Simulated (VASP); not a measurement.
A run of VASP 6.6.1:

File INCAR:

```
  PREC = Accurate
  ENCUT = 520
  EDIFF = 1E-7
  ISMEAR = 0
  SIGMA = 0.1
  LREAL = F
  LASPH = T
  NELM = 60
  ALGO = Normal
  ISIF = 2
  LWAVE = F
  LCHARG = F
  GGA = PS
  NBANDS = 33
```

KPOINTS

```
Automatic mesh
0
Gamma
  12 12 12
```

Contents of POSCAR:

```
TaN
1.0
    5.1909116387      0.0000000000      0.0000000000
   -2.5954558193      4.4954613479      0.0000000000
    0.0000000000      0.0000000000      2.8670373047
Ta N
3 3
Direct
    0.3333333321      0.6666666663      0.5000000000
    0.6666666663      0.3333333321      0.5000000000
    0.0000000015      0.0000000015      0.0000000000
    0.3929140879     -0.0000000006      0.0000000000
    0.6070859129      0.6070859129      0.0000000000
   -0.0000000006      0.3929140879      0.0000000000
```

Potentials or basis: VASP PAW PBE potentials, release 64 (Ta_pv, N).

Run with:

```console
$ cat potpaw_PBE.64/Ta_pv/POTCAR potpaw_PBE.64/N/POTCAR > POTCAR
$ mpirun -np 1 vasp_std > vasp.out
```

Hardware: 1 thread of AMD EPYC 9R45 96-Core Processor (Zen 5) (shared host).

**Question.** How long does it take, and how much memory?

**Answer.** Wall time 3.1 min on 1 thread of AMD EPYC 9R45 96-Core Processor (Zen 5), with other jobs on the host, peak memory 0.32 GiB. Counts: scf iterations 14, k points 133.
